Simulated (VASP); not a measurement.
# LiCl (Aem2) in VASP: further runs

LiCl is run at these levels: PBE; tasks: single point, relaxation of cell and atoms.

All numbers are computed with VASP 6.6.1; they aren't measurements. Logs are shortened: lines on timing, memory, paths and dates and some standing lists are left out, and cuts for length are marked.

**1. The cell of the first run**

It takes space group Aem2 (No. 39, orthorhombic). Conventional cell: a = 5.153 Å, b = 5.027 Å, c = 5.073 Å, α = 90.00°, β = 90.00°, γ = 90.00°. Li (site symmetry m) has 5 Cl at 2.12 to 2.75 Å within 2.8 Å. Within 2.8 Å of Cl (site symmetry m) lie 5 Li at 2.12 to 2.75 Å.

**2. Single point, PBE**

The input, INCAR:

```
SYSTEM = LiCl
PREC = Accurate
ENCUT = 520
EDIFF = 1E-7
ISMEAR = 0
SIGMA = 0.1
LREAL = .FALSE.
LASPH = .TRUE.
NELM = 100
ALGO = Normal
ISIF = 2
LWAVE = .FALSE.
LCHARG = .FALSE.
GGA = PE
NBANDS = 18
```

The input, KPOINTS:

```
Automatic mesh
0
G
  4 6 6
  0 0 0
```

The input, POSCAR:

```
LiCl
1.0
    5.1531362100      0.0000000000      0.0000000000
    0.0000000000      2.5134729200      2.5363260700
    0.0000000000     -2.5134729200      2.5363260700
Li Cl
2 2
Direct
    0.6798917000      0.4804844200      0.9804844200
    0.3201083000      0.9804844200      0.4804844200
    0.2693980500      0.5195155800      0.0195155800
    0.7306019500      0.0195155800      0.5195155800
```

Potentials or basis: VASP PAW PBE potentials, release 64 (Li_sv, Cl).

On the command line:

```bash
cat potpaw_PBE.64/Li_sv/POTCAR potpaw_PBE.64/Cl/POTCAR > POTCAR
mpirun -np 1 vasp_std > vasp.out
```

OUTCAR:

```text
SYSTEM = LiCl
   PREC = Accurate
   ENCUT = 520
   EDIFF = 1E-7
   ISMEAR = 0
   LREAL = .FALSE.
   LASPH = .TRUE.
   NELM = 100
   ISIF = 2
   GGA = PE

 ion  position               nearest neighbor table
   1  0.680  0.480  0.980-   3 2.12   4 2.35   4 2.53   4 2.53
   2  0.320  0.980  0.480-   4 2.12   3 2.35   3 2.53   3 2.53
   3  0.269  0.520  0.020-   1 2.12   2 2.35   2 2.53   2 2.53
   4  0.731  0.020  0.520-   2 2.12   1 2.35   1 2.53   1 2.53

  LATTYP: Found a base centered orthorhombic cell.
 ALAT       =     5.0269458400
 B/A-ratio  =     1.0090922603
 C/A-ratio  =     1.0251027908

  Lattice vectors:

 A1 = (   0.0000000000,   2.5134729200,  -2.5363260700)
 A2 = (   0.0000000000,   2.5134729200,   2.5363260700)
 A3 = (   5.1531362100,   0.0000000000,   0.0000000000)

Analysis of symmetry for initial positions (statically):
=====================================================================
 Subroutine PRICEL returns:
 Original cell was already a primitive cell.

 Routine SETGRP: Setting up the symmetry group for a
 base centered orthorhombic supercell.

 Subroutine GETGRP returns: Found  4 space group operations
 (whereof  2 operations were pure point group operations)
 out of a pool of  8 trial point group operations.

The static configuration has the point symmetry C_2 .
 The point group associated with its full space group is C_2v.

Analysis of symmetry for dynamics (positions and initial velocities):
=====================================================================
 Subroutine PRICEL returns:
 Original cell was already a primitive cell.

 Routine SETGRP: Setting up the symmetry group for a
 base centered orthorhombic supercell.

 Subroutine GETGRP returns: Found  4 space group operations
 (whereof  2 operations were pure point group operations)
 out of a pool of  8 trial point group operations.

The dynamic configuration has the point symmetry C_2 .
 The point group associated with its full space group is C_2v.

 Subroutine INISYM returns: Found  4 space group operations
 (whereof  2 operations are pure point group operations),
 and found     1 'primitive' translations

----------------------------------------------------------------------------------------

                                     Primitive cell

  volume of cell :      65.7024

  direct lattice vectors                    reciprocal lattice vectors
     5.153136210  0.000000000  0.000000000     0.194056582  0.000000000  0.000000000
     0.000000000  2.513472920  2.536326070     0.000000000  0.198927944  0.197135536
     0.000000000 -2.513472920  2.536326070     0.000000000 -0.198927944  0.197135536

  length of vectors
     5.153136210  3.570783675  3.570783675     0.194056582  0.280062040  0.280062040

  position of ions in fractional coordinates (direct lattice)
     0.679891700  0.480484420  0.980484420
     0.320108300  0.980484420  0.480484420
     0.269398050  0.519515580  0.019515580
     0.730601950  0.019515580  0.519515580

  ion indices of the primitive-cell ions
   primitive index   ion index
                 1           1
                 2           2
                 3           3
                 4           4

----------------------------------------------------------------------------------------

 KPOINTS: Automatic mesh

Automatic generation of k-mesh.
 Grid dimensions read from file:
 generate k-points for:    4    6    6

 Generating k-lattice:

  Cartesian coordinates                     Fractional coordinates (reciprocal lattice)
     0.048514146  0.000000000  0.000000000     0.250000000  0.000000000  0.000000000
     0.000000000  0.033154657  0.032855923     0.000000000  0.166666667  0.000000000
     0.000000000 -0.033154657  0.032855923     0.000000000  0.000000000  0.166666667

  Length of vectors
     0.048514146  0.046677007  0.046677007

  Shift w.r.t. Gamma in fractional coordinates (k-lattice)
     0.000000000  0.000000000  0.000000000

 Subroutine IBZKPT returns following result:
 ===========================================

 Found     39 irreducible k-points:

 Following reciprocal coordinates:
            Coordinates               Weight
  0.000000  0.000000  0.000000      1.000000
  0.250000  0.000000  0.000000      2.000000
  0.500000  0.000000  0.000000      1.000000
  0.000000  0.166667  0.000000      4.000000
  0.250000  0.166667  0.000000      8.000000
  0.500000  0.166667  0.000000      4.000000
[... 16 lines left out ...]
  0.250000 -0.333333  0.166667      8.000000
  0.500000 -0.333333  0.166667      4.000000
 [... further k-points ...]
   k-points           NKPTS =     39   k-points in BZ     NKDIM =     39   number of bands    NBANDS=     18
   number of dos      NEDOS =    301   number of ions     NIONS =      4
   total plane-waves  NPLWV =  31360
   dimension x,y,z NGX =    40 NGY =   28 NGZ =   28
   dimension x,y,z NGXF=    80 NGYF=   56 NGZF=   56
   ions per type =               2   2
   NGX,Y,Z   is equivalent  to a cutoff of  12.90, 13.04, 13.04 a.u.
   NGXF,Y,Z  is equivalent  to a cutoff of  25.81, 26.07, 26.07 a.u.
 SYSTEM =  LiCl
   PREC   = accura    normal or accurate (medium, high low for compatibility)
   ISTART =      0    job   : 0-new  1-cont  2-samecut
   ICHARG =      2    charge: 1-file 2-atom 10-const
   ISPIN  =      1    spin polarized calculation?
   LNONCOLLINEAR =      F non collinear calculations
   LSORBIT =      F    spin-orbit coupling
   LASPH  =      T    aspherical Exc in radial PAW
   ENCUT  =  520.0 eV  38.22 Ry    6.18 a.u.   9.58  6.64  6.64*2*pi/ulx,y,z
   NELM   =    100;   NELMIN=  2; NELMDL= -5     # of ELM steps
   EDIFF  = 0.1E-06   stopping-criterion for ELM
   LREAL  =      F    real-space projection
   EDIFFG = 0.1E-05   stopping-criterion for IOM
   NSW    =      0    number of steps for IOM
   IBRION =     -1    ionic relax: 0-MD 1-quasi-New 2-CG
   NFREE  =      0    steps in history (QN), initial steepest desc. (CG)
   ISIF   =      2    stress and relaxation
   ISYM   =      2    0-nonsym 1-usesym 2-fastsym
   POTIM  = 0.5000    time-step for ionic-motion
   TEBEG  =    0.0;   TEEND  =   0.0 temperature during run
   PSTRESS=    0.0 pullay stress
   NELECT =      20.0000    total number of electrons
   NUPDOWN=      -1.0000    fix difference up-down
   EMIN   =  10.00;   EMAX   =-10.00  energy-range for DOS
   EFERMI =   0.00;   METHOD = LEGACY
   ISMEAR =     0;   SIGMA  =   0.10  broadening in eV -4-tet -1-fermi 0-gaus
   EFERMI_NEDOS =   21; number of points for ismear=-14 and -15
   IALGO  =     38    algorithm
   IMIX   =      4    mixing-type and parameters
     AMIX     =   0.40;   BMIX     =  1.00
     AMIX_MAG =   1.60;   BMIX_MAG =  1.00
  volume/ion in A,a.u.               =      16.43       110.85
  Fermi-wavevector in a.u.,A,eV,Ry     =   1.101263  2.081086 16.500887  1.212781
  Thomas-Fermi vector in A             =   2.237688
   LORBIT       =      0    0 simple, 1 ext, 2 COOP (PROOUT), +10 PAW based schemes
   GGA     = PE    functional components
   LHFCALC =     F    Hartree Fock is set to
   AEXX    =    0.0000 exact exchange contribution
   IVDW    =     0    specifies the selected vdW correction
   LEPSILON=     F    determine dielectric tensor
   LRPA    =     F    only Hartree local field effects (RPA)
 non-spin polarized calculation
 Gauss-broadening in eV      SIGMA  =   0.10
  energy-cutoff  :      520.00
  volume of cell :       65.70
 maximum number of plane-waves:      1799
 NGX is ok and might be reduce to    40
   NGX = 19   NGY = 13   NGZ = 13

 number of electron      20.0000011 magnetization

 Free energy of the ion-electron system (eV)
  ---------------------------------------------------
  ext. energy  EPLUGINS =         0.00000000
  ---------------------------------------------------
  free energy    TOTEN  =       -14.40006069 eV

  energy without entropy =      -14.40006069  energy(sigma->0) =      -14.40006069

 E-fermi :   1.2345     XC(G=0):  -8.7592

 val. band max:        0.7227264419   @ k =   0.0000   0.0000   0.0000
 cond. band min:       7.2042686328   @ k =   0.0000   0.0000   0.0000
 fundamental gap:      6.4815421908
 Fermi energy:         1.2344661882

 k-point     1 :       0.0000    0.0000    0.0000
  band No.  band energies     occupation
      1     -42.5791      2.00000
      2     -42.5669      2.00000
      3     -12.8516      2.00000
      4     -12.0149      2.00000
      5      -2.2778      2.00000
      6      -0.5107      2.00000
[... 10 lines left out ...]
     17      13.7769      0.00000
     18      14.5761      0.00000

 k-point     2 :       0.2500    0.0000    0.0000
  band No.  band energies     occupation
      1     -42.5789      2.00000
      2     -42.5669      2.00000
      3     -12.7628      2.00000
      4     -12.1395      2.00000
      5      -1.8876      2.00000
      6      -0.3952      2.00000
[... 10 lines left out ...]
     17      12.6710      0.00000
     18      13.0395      0.00000

 k-point     3 :       0.5000    0.0000    0.0000
  band No.  band energies     occupation
      1     -42.5787      2.00000
      2     -42.5671      2.00000
      3     -12.6136      2.00000
      4     -12.3237      2.00000
      5      -1.0942      2.00000
      6      -0.7174      2.00000
[... 10 lines left out ...]
     17      13.0871      0.00000
     18      13.1075      0.00000

 k-point     4 :       0.0000    0.1667    0.0000
  band No.  band energies     occupation
      1     -42.5779      2.00000
      2     -42.5674      2.00000
      3     -12.7572      2.00000
      4     -12.0195      2.00000
      5      -2.0904      2.00000
      6      -0.9105      2.00000
[... 375 lines left out ...]
      4     -12.0478      2.00000
      5      -1.6350      2.00000
      6      -1.4583      2.00000
[... 10 lines left out ...]
     17      12.0313      0.00000
     18      13.1307      0.00000

 k-point    23 :       0.2500   -0.3333    0.1667
  band No.  band energies     occupation
      1     -42.5742      2.00000
      2     -42.5691      2.00000
      3     -12.3856      2.00000
      4     -12.1008      2.00000
      5      -1.8570      2.00000
      6      -1.4690      2.00000
[... 10 lines left out ...]
     17      12.2225      0.00000
     18      13.0512      0.00000

 k-point    24 :       0.5000   -0.3333    0.1667
  band No.  band energies     occupation
      1     -42.5742      2.00000
      2     -42.5692      2.00000
      3     -12.3144      2.00000
      4     -12.1820      2.00000
      5      -1.8511      2.00000
      6      -1.7632      2.00000
[... 10 lines left out ...]
     17      12.9460      0.00000
     18      13.0355      0.00000

 [... further k-points ...]
[... 5 lines left out ...]
  --------------------------------------------------------------------------------------
  -------------------------------------------------------------------------------------
  Total        4.4041532      0.7498823      1.3799363      0.0000000      0.0000000      0.0000000
  in kB      107.3969851     18.2861717     33.6502832      0.0000000      0.0000000      0.0000000
  external PRESSURE =      53.1111467 kB  Pullay stress =       0.0000000 kB

 VOLUME and BASIS-vectors are now :
 -----------------------------------------------------------------------------
  energy-cutoff  :      520.00
  volume of cell :       65.70
      direct lattice vectors                 reciprocal lattice vectors
     5.153136210  0.000000000  0.000000000     0.194056582  0.000000000  0.000000000
     0.000000000  2.513472920  2.536326070     0.000000000  0.198927944  0.197135536
     0.000000000 -2.513472920  2.536326070     0.000000000 -0.198927944  0.197135536

 POSITION                                       TOTAL-FORCE (eV/Angst)
 -----------------------------------------------------------------------------------
      3.50357     -1.25674      3.70549         1.010928      0.000000      0.112881
      1.64956      1.25674      3.70549        -1.010928      0.000000      0.112881
      1.38824      1.25674      1.36716        -1.112057      0.000000     -0.112881
      3.76489     -1.25674      1.36716         1.112057      0.000000     -0.112881
 -----------------------------------------------------------------------------------
    total drift:                                0.000000     -0.000002      0.000308

  FREE ENERGIE OF THE ION-ELECTRON SYSTEM (eV)
  ---------------------------------------------------
  free  energy   TOTEN  =       -14.4000606901 eV

  energy  without entropy=      -14.4000606901  energy(sigma->0) =      -14.40006069
```

Wall time 43 s (1 thread of Oxide Virtual Turin-like, shared host); peak memory 0.15 GiB.

Results:

```yaml
Free_energy: -14.4001 eV
Largest_force: 1.118 eV/Å
Band_gap_on_the_k_mesh: 6.48 eV, direct
```

Forces in eV/Å, atoms in the order of the input:
```
Li   1.011  0.000  0.113
Li  -1.011  0.000  0.113
Cl  -1.112  0.000 -0.113
Cl   1.112  0.000 -0.113
```

Caveat: the cutoff is under 1.25 times the usual one of these potentials, so pressure, stress and relaxed cells hold a basis-set (Pulay) error; forces of over 1 eV/Å act on the atoms, so gaps and moduli don't describe the material at rest.

**3. Relaxation of cell and atoms, PBE**

The input, INCAR:

```
PREC = Accurate
ENCUT = 600
EDIFF = 1E-6
ISMEAR = 0
SIGMA = 0.1
LREAL = F
LASPH = T
NELM = 80
ALGO = Normal
ISIF = 3
LWAVE = F
LCHARG = F
GGA = PE
IBRION = 2
NSW = 90
EDIFFG = -0.04
```

The input, KPOINTS:

```
Automatic mesh
0
Gamma
  4 6 6
```

POSCAR is that of step 2.

Potentials or basis: VASP PAW PBE potentials, release 64 (Li_sv, Cl).

On the command line:

```bash
cat potpaw_PBE.64/Li_sv/POTCAR potpaw_PBE.64/Cl/POTCAR > POTCAR
mpirun -np 1 vasp_std > vasp.out
```

It took 7.9 min on 1 thread of Oxide Virtual Turin-like, shared host; peak memory 0.17 GiB.

The run converged. Its results:

```yaml
Free_energy: -14.7682 eV
Relaxed_volume: 17.09 Å³/atom
Relaxed_cell: a = 5.144 Å, b = 3.645 Å, c = 3.645 Å, α = 90.04°, β = 90.00°, γ = 90.00°
Space_group_after_relaxing_to_0.05_Å: I4mm (No. 107)
Energy_gained_by_relaxing: 92.0 meV/atom
Ionic_steps: 19
Pressure_after_relaxing: -0.1 GPa
Largest_force_after_relaxing: 0.037 eV/Å
Band_gap_on_the_k_mesh: 6.26 eV, direct
```

Forces on the atoms (eV/Å):
```
Li  -0.005  0.000 -0.036
Li   0.005  0.000 -0.036
Cl   0.006  0.000  0.036
Cl  -0.006  0.000  0.036
```

Stress tensor (GPa, compression positive):
```
-0.08  0.00  0.00
 0.00 -0.16  0.00
 0.00  0.00  0.00
```

The path:
```tsv
step	energy change (eV)	largest force (eV/Å)	pressure (GPa)	volume (Å³)
1	0.0000	1.1169	5.32	65.70
2	-0.2572	0.3233	0.54	70.99
3	-0.2700	0.2099	-0.67	73.19
4	-0.2703	0.2214	-0.53	72.90
5	-0.2703	0.2271	-0.45	72.75
6	-0.2791	0.2142	-0.31	72.24
7	-0.2973	0.1742	0.20	70.72
8	-0.2897	0.1435	1.63	67.71
9	-0.3019	0.1454	0.66	69.58
10	-0.3111	0.1185	0.33	70.00
11	-0.3264	0.0537	-0.56	71.26
12	-0.3280	0.0519	-0.86	71.77
13	-0.3375	0.0695	-0.73	71.03
14	-0.3560	0.1160	-0.10	68.81
15	-0.3564	0.1319	0.20	68.10
16	-0.3567	0.1250	0.07	68.39
17	-0.3630	0.0879	0.10	68.13
18	-0.3662	0.0546	0.22	67.76
19	-0.3681	0.0369	-0.08	68.36
```

Final structure:
```yaml
crystal:
  lattice:
    - [5.14407, 0.00000, 0.00000]
    - [0.00000, 2.57863, 2.57689]
    - [0.00000, -2.57863, 2.57689]
  atoms:
    - { symbol: Li, position: [0.75083, 0.50586, 0.00586] }
    - { symbol: Li, position: [0.24917, 0.00586, 0.50586] }
    - { symbol: Cl, position: [0.24976, 0.49414, 0.99414] }
    - { symbol: Cl, position: [0.75024, 0.99414, 0.49414] }
```

Levels at points of the mesh, in eV from the valence-band top:
```tsv
k point	band 8	band 9	band 10	band 11	band 12	band 13
(0.00, 0.00, 0.00)	-0.01	-0.01	0.00	6.26	7.85	8.29
(0.50, 0.00, 0.00)	-0.58	-0.58	-0.57	8.46	8.47	9.55
(0.00, 0.50, 0.00)	-1.41	-0.28	-0.28	8.15	8.15	10.18
(0.50, 0.50, 0.00)	-0.26	-0.25	-0.25	6.75	6.75	9.49
(0.00, 0.50, 0.50)	-1.08	-1.07	-1.07	7.85	7.85	8.30
(0.50, 0.50, 0.50)	-2.07	-1.05	-1.05	9.50	9.50	10.10
```

Caveat: the cutoff is under 1.25 times the usual one of these potentials, so pressure, stress and relaxed cells hold a basis-set (Pulay) error. A k mesh can miss the band edges.
